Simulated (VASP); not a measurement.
Here is a VASP 6.6.1 calculation.

Contents of INCAR:

```
SYSTEM = BaO
PREC = Accurate ; ENCUT = 520
EDIFF = 1E-8 ; ISMEAR = -1
SIGMA = 0.02 ; LREAL = .False.
LASPH = .True. ; NELM = 120
ALGO = Normal ; ISIF = 2
LWAVE = .False. ; LCHARG = .False.
GGA = PE ; LEFG = .True.
NBANDS = 15 ; GGA_COMPAT = .False.
```

File KPOINTS:

```
regular mesh
0
Gamma
  8 8 8
  0 0 0
```

The input POSCAR:

```
BaO
1.0
    0.0000000000      2.8039352617      2.8039352617
    2.8039352617      0.0000000000      2.8039352617
    2.8039352617      2.8039352617      0.0000000000
Ba O
1 1
Direct
    0.0000000000      0.0000000000      0.0000000000
    0.5000000000      0.5000000000      0.5000000000
```

Potentials or basis: VASP PAW PBE potentials, release 64 (Ba_sv, O).

Run with:

```console
$ cat potpaw_PBE.64/Ba_sv/POTCAR potpaw_PBE.64/O/POTCAR > POTCAR
$ mpirun -np 1 vasp_std > vasp.out
```

**Question.** Predict the pressure.

**Answer.** 0.2 GPa.

**Question.** Estimate the band gap on the k mesh.

**Answer.** 2.09 eV.

Caveat: spin-orbit coupling is left out, which moves the levels of the heavy elements. A k mesh can miss the band edges.
